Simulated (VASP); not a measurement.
Runs of VASP 6.6.1 on HfB2. Symmetry: P6/mmm, No. 191, hexagonal system. Conventional cell: a = 3.140 Å, b = 3.140 Å, c = 3.480 Å, α = 90.00°, β = 90.00°, γ = 120.00°. Within 3.3 Å of Hf (site symmetry 6/mmm) lie 12 B at 2.51 Å and 6 Hf at 3.14 Å. B (site symmetry -6m2) has 3 B at 1.81 Å within 2.4 Å. 

```csv
k mesh,gap on the mesh (eV),pressure (GPa)
5 × 5 × 4,none,-1.1
7 × 7 × 5,none,-1.1
10 × 10 × 8,none,-1.2
3 × 3 × 2,none,(a)
4 × 4 × 3,none,-1.1
8 × 8 × 7,none,-1.3
```

Alike in all rows: task single point; level r2SCAN; potentials or basis VASP PAW PBE potentials, release 64 (Hf_pv, B); no spin polarisation; cell as given; cutoff (eV) 520; smearing methfessel-paxton 0.1 eV.

Q: Fill in the values left out.

A: (a) -2.3.

Caveats: some runs use coarse meshes; the PAW data sets were made with another functional, which shifts forces and pressure a little; spin-orbit coupling is left out, which moves the levels of the heavy elements.

A k mesh can miss the band edges, and the runs leave out spin-orbit coupling on Hf.

A gap of «none» marks levels without a gap at the run's occupations.
